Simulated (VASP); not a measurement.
# MgO (Fm-3m) in VASP: notebook

MgO is run at these levels: LDA; tasks: vibrations by perturbation theory.

Everything below comes from runs of VASP 6.6.1. Logs are shortened: lines on timing, memory, paths and dates and some standing lists are left out, and cuts for length are marked.

### Step 1. The cell of the first run

Symmetry: Fm-3m, No. 225, cubic system. Conventional cell: a = 4.029 Å, b = 4.029 Å, c = 4.029 Å, α = 90.00°, β = 90.00°, γ = 90.00°. Mg (site symmetry m-3m) has 6 O at 2.01 Å within 2.7 Å. O (site symmetry m-3m) has 6 Mg at 2.01 Å within 2.7 Å.

### Step 2. Vibrations by perturbation theory, LDA

The input, INCAR:

```
SYSTEM = MgO
ALGO = Normal
EDIFF = 1E-8
ENCUT = 520
IBRION = 8
ISIF = 2
ISMEAR = 0
LASPH = .True.
LCHARG = .False.
LEPSILON = .True.
LREAL = .False.
LWAVE = .False.
NBANDS = 11
NELM = 80
NSW = 1
PREC = Accurate
SIGMA = 0.01
```

The input, KPOINTS:

```
k-points
0
Gamma
  10 10 10
  0 0 0
```

The input, POSCAR:

```
MgO
1.0
    0.0000000000      2.0146314409      2.0146314409
    2.0146314409      0.0000000000      2.0146314409
    2.0146314409      2.0146314409      0.0000000000
Mg O
1 1
Direct
    0.0000000000      0.0000000000      0.0000000000
    0.5000000000      0.5000000000      0.5000000000
```

Potentials or basis: VASP PAW LDA potentials, release 64 (Mg, O).

Run with:

```sh
$ cat potpaw_LDA.64/Mg/POTCAR potpaw_LDA.64/O/POTCAR > POTCAR
$ mpirun -np 1 vasp_std > vasp.out
```

OUTCAR:

```text
SYSTEM = MgO
   EDIFF = 1E-8
   ENCUT = 520
   IBRION = 8
   ISIF = 2
   ISMEAR = 0
   LASPH = .True.
   LEPSILON = .True.
   LREAL = .False.
   NELM = 80
   NSW = 1
   PREC = Accurate

 ion  position               nearest neighbor table
   1  0.000  0.000  0.000-   2 2.01   2 2.01   2 2.01   2 2.01   2 2.01   2 2.01
   2  0.500  0.500  0.500-   1 2.01   1 2.01   1 2.01   1 2.01   1 2.01   1 2.01

  LATTYP: Found a face centered cubic cell.
 ALAT       =     4.0292628818

  Lattice vectors:

 A1 = (   0.0000000000,   2.0146314409,   2.0146314409)
 A2 = (   2.0146314409,   0.0000000000,   2.0146314409)
 A3 = (   2.0146314409,   2.0146314409,   0.0000000000)

Analysis of symmetry for initial positions (statically):
=====================================================================
 Subroutine PRICEL returns:
 Original cell was already a primitive cell.

 Routine SETGRP: Setting up the symmetry group for a
 face centered cubic supercell.

 Subroutine GETGRP returns: Found 48 space group operations
 (whereof 48 operations were pure point group operations)
 out of a pool of 48 trial point group operations.

The static configuration has the point symmetry O_h .

Analysis of symmetry for dynamics (positions and initial velocities):
=====================================================================
 Subroutine PRICEL returns:
 Original cell was already a primitive cell.

 Routine SETGRP: Setting up the symmetry group for a
 face centered cubic supercell.

 Subroutine GETGRP returns: Found 48 space group operations
 (whereof 48 operations were pure point group operations)
 out of a pool of 48 trial point group operations.

The dynamic configuration has the point symmetry O_h .

 Subroutine INISYM returns: Found 48 space group operations
 (whereof 48 operations are pure point group operations),
 and found     1 'primitive' translations

----------------------------------------------------------------------------------------

                                     Primitive cell

  volume of cell :      16.3537

  direct lattice vectors                    reciprocal lattice vectors
     0.000000000  2.014631441  2.014631441    -0.248184353  0.248184353  0.248184353
     2.014631441  0.000000000  2.014631441     0.248184353 -0.248184353  0.248184353
     2.014631441  2.014631441  0.000000000     0.248184353  0.248184353 -0.248184353

  length of vectors
     2.849119107  2.849119107  2.849119107     0.429867908  0.429867908  0.429867908

  position of ions in fractional coordinates (direct lattice)
     0.000000000  0.000000000  0.000000000
     0.500000000  0.500000000  0.500000000

  ion indices of the primitive-cell ions
   primitive index   ion index
                 1           1
                 2           2

----------------------------------------------------------------------------------------

 KPOINTS: k-points

Automatic generation of k-mesh.
 Grid dimensions read from file:
 generate k-points for:   10   10   10

 Generating k-lattice:

  Cartesian coordinates                     Fractional coordinates (reciprocal lattice)
    -0.024818435  0.024818435  0.024818435     0.100000000  0.000000000  0.000000000
     0.024818435 -0.024818435  0.024818435     0.000000000  0.100000000  0.000000000
     0.024818435  0.024818435 -0.024818435     0.000000000  0.000000000  0.100000000

  Length of vectors
     0.042986791  0.042986791  0.042986791

  Shift w.r.t. Gamma in fractional coordinates (k-lattice)
     0.000000000  0.000000000  0.000000000

 Subroutine IBZKPT returns following result:
[... 444 lines left out ...]

 VOLUME and BASIS-vectors are now :
 -----------------------------------------------------------------------------
  energy-cutoff  :      520.00
  volume of cell :       16.35
      direct lattice vectors                 reciprocal lattice vectors
     0.000000000  2.014631441  2.014631441    -0.248184353  0.248184353  0.248184353
     2.014631441  0.000000000  2.014631441     0.248184353 -0.248184353  0.248184353
     2.014631441  2.014631441  0.000000000     0.248184353  0.248184353 -0.248184353

 POSITION                                       TOTAL-FORCE (eV/Angst)
 -----------------------------------------------------------------------------------
      0.00000      0.00000      0.00000        -0.000000     -0.000000     -0.000000
      2.01463      2.01463      2.01463         0.000000      0.000000      0.000000
 -----------------------------------------------------------------------------------
    total drift:                               -0.000000     -0.000000      0.000000

  FREE ENERGIE OF THE ION-ELECTRON SYSTEM (eV)
  ---------------------------------------------------
  free  energy   TOTEN  =       -13.3658297553 eV

  energy  without entropy=      -13.3658297553  energy(sigma->0) =      -13.36582976

 HEAD OF MICROSCOPIC STATIC DIELECTRIC TENSOR (INDEPENDENT PARTICLE, excluding Hartree and local field effects)
 ------------------------------------------------------
           3.119667    -0.000000     0.000000
          -0.000000     3.119667    -0.000000
          -0.000000    -0.000000     3.119667
 ------------------------------------------------------

 Free energy of the ion-electron system (eV)
  ---------------------------------------------------
  ---------------------------------------------------
  free energy    TOTEN  =        -0.09696895 eV

  energy without entropy =       -0.09696895

------------------------ aborting loop because EDIFF is reached ----------------------------------------

--------------------------------------- Ionic step        2  -------------------------------------------

------------------------ aborting loop because EDIFF is reached ----------------------------------------

--------------------------------------- Ionic step        3  -------------------------------------------

------------------------ aborting loop because EDIFF is reached ----------------------------------------

 PIEZOELECTRIC TENSOR FIELD DIRECTION 3  (e Angst)
 -----------------------------------------------------------------------------
    -0.00015  0.00000  0.00000           ( -0.00001  0.00000  0.00000)
     0.00000 -0.00015  0.00000           (  0.00000 -0.00001 -0.00000)
     0.00000  0.00000 -0.00017           (  0.00000 -0.00000 -0.00001)

 PIEZOELECTRIC TENSOR FIELD DIRECTION 3  (C/m^2)
 -----------------------------------------------------------------------------
    -0.00014  0.00000  0.00000
     0.00000 -0.00014  0.00000
     0.00000  0.00000 -0.00017

--------------------------------------- Ionic step        4  -------------------------------------------

------------------------ aborting loop because EDIFF is reached ----------------------------------------

[... ionic steps 5 to 6 ...]

--------------------------------------- Ionic step        7  -------------------------------------------

 Free energy of the ion-electron system (eV)
  ---------------------------------------------------
  ---------------------------------------------------
  free energy    TOTEN  =        -0.35213549 eV

  energy without entropy =       -0.35213549

------------------------ aborting loop because EDIFF is reached ----------------------------------------

 INTERNAL STRAIN TENSOR  FOR ION    2  DIRECTION 1   (eV/Angst):
 -----------------------------------------------------------------------------
    -0.00517  0.00000 -0.00000
     0.00000  0.00711 -0.00000
    -0.00000 -0.00000  0.00711

 MACROSCOPIC STATIC DIELECTRIC TENSOR (including local field effects in DFT)
 ------------------------------------------------------
           3.010044    -0.000000     0.000000
          -0.000000     3.010044    -0.000000
          -0.000000    -0.000000     3.010044
 ------------------------------------------------------

 PIEZOELECTRIC TENSOR (including local field effects)  for field in x, y, z        (e  Angst)
          XX          YY          ZZ          XY          YZ          ZX
  --------------------------------------------------------------------------------
  x     0.00000     0.00000     0.00000     0.00000     0.00000     0.00000
  y     0.00000     0.00000     0.00000     0.00000     0.00000     0.00000
  z     0.00000     0.00000     0.00000     0.00000     0.00000     0.00000

 PIEZOELECTRIC TENSOR (including local field effects)  for field in x, y, z        (C/m^2)
          XX          YY          ZZ          XY          YZ          ZX
  --------------------------------------------------------------------------------
  x     0.00000     0.00000     0.00000     0.00000     0.00000     0.00000
  y     0.00000     0.00000     0.00000     0.00000     0.00000     0.00000
  z     0.00000     0.00000     0.00000     0.00000     0.00000     0.00000

 BORN EFFECTIVE CHARGES (including local field effects) (in |e|, cummulative output)
 ---------------------------------------------------------------------------------
 ion    1
    1     1.91438    -0.00000     0.00000
    2    -0.00000     1.91438    -0.00000
    3     0.00000     0.00000     1.91438
 ion    2
    1    -1.91438     0.00000    -0.00000
    2     0.00000    -1.91438     0.00000
    3    -0.00000    -0.00000    -1.91438

 INTERNAL STRAIN TENSOR FOR ION    2 for displacements in x,y,z  (eV/Angst):
          X           Y           Z          XY          YZ          ZX
  --------------------------------------------------------------------------------
  x     0.00000     0.00000     0.00000     0.00000     0.00000     0.00000
  y     0.00000     0.00000     0.00000     0.00000     0.00000     0.00000
  z     0.00000     0.00000     0.00000     0.00000     0.00000     0.00000

 SECOND DERIVATIVES (NOT SYMMETRIZED)
 ------------------------------------
               1X          1Y          1Z          2X          2Y          2Z
  1X    -9.178992    0.000000    0.000000    9.178992    0.000000    0.000000
  1Y     0.000000   -9.178992    0.000000    0.000000    9.178992    0.000000
  1Z     0.000000    0.000000   -9.178992    0.000000    0.000000    9.178992
  2X     9.185233    0.000000    0.000000   -9.185233    0.000000    0.000000
  2Y     0.000000    9.185233    0.000000    0.000000   -9.185233    0.000000
  2Z     0.000000    0.000000    9.185233    0.000000    0.000000   -9.185233

 Eigenvectors and eigenvalues of the dynamical matrix
 ----------------------------------------------------

   1 f  =   15.251371 THz    95.827193 2PiTHz  508.730993 cm-1    63.074576 meV
             X         Y         Z           dx          dy          dz
      0.000000  0.000000  0.000000     0.000000    0.000000   -0.629929
      2.014631  2.014631  2.014631     0.000000    0.000000    0.776653
[... 21 lines left out ...]
   6 f/i=    0.002536 THz     0.015932 2PiTHz    0.084582 cm-1     0.010487 meV
             X         Y         Z           dx          dy          dz
      0.000000  0.000000  0.000000    -0.096939    0.592913    0.492186
      2.014631  2.014631  2.014631    -0.078625    0.480901    0.399203

--------------------------------------------------------------------------------------------------------

 MACROSCOPIC STATIC DIELECTRIC TENSOR IONIC CONTRIBUTION
 ------------------------------------------------------
           4.416363    -0.000000    -0.000000
          -0.000000     4.416363     0.000000
          -0.000000     0.000000     4.416363
 ------------------------------------------------------

 ELASTIC MODULI CONTR FROM IONIC RELAXATION (kBar)
 Direction    XX          YY          ZZ          XY          YZ          ZX
 --------------------------------------------------------------------------------
 XX           0.0000      0.0000      0.0000      0.0000      0.0000      0.0000
 YY           0.0000      0.0000      0.0000      0.0000      0.0000      0.0000
 ZZ           0.0000      0.0000      0.0000      0.0000      0.0000      0.0000
 XY           0.0000      0.0000      0.0000      0.0000      0.0000      0.0000
 YZ           0.0000      0.0000      0.0000      0.0000      0.0000      0.0000
 ZX           0.0000      0.0000      0.0000      0.0000      0.0000      0.0000
 --------------------------------------------------------------------------------

 PIEZOELECTRIC TENSOR IONIC CONTR  for field in x, y, z        (C/m^2)
          XX          YY          ZZ          XY          YZ          ZX
  --------------------------------------------------------------------------------
  x     0.00000     0.00000     0.00000     0.00000     0.00000     0.00000
  y     0.00000     0.00000     0.00000     0.00000     0.00000     0.00000
  z     0.00000     0.00000     0.00000     0.00000     0.00000     0.00000
```

Wall time 43 s (1 thread of Intel Xeon 6975P-C (Granite Rapids), shared host); peak memory 0.18 GiB.

Results:

```yaml
Electronic_dielectric_tensor_diagonal: 3.01
Born_charges_mean_of_the_diagonal: Mg +1.91; O -1.91 e
Highest_phonon_frequency_at_Γ_LO-TO_splitting_left_out: 509 cm⁻¹
```

Phonon frequencies in cm⁻¹ (negative: imaginary):
| q point | frequencies |
| --- | --- |
| (0.000, 0.000, 0.000) | 0 0 0 509 509 509 |

Electronic dielectric tensor:
```
3.01 0.00 0.00
0.00 3.01 0.00
0.00 0.00 3.01
```

Born effective charge tensors (e):
atom 1, Mg
```
1.91 0.00 0.00
0.00 1.91 0.00
0.00 0.00 1.91
```
atom 2, O
```
-1.91  0.00  0.00
 0.00 -1.91  0.00
 0.00  0.00 -1.91
```

Caveat: the cell wasn't relaxed at this level first, which shifts response properties.

(Part 1 of 3 ends here.)
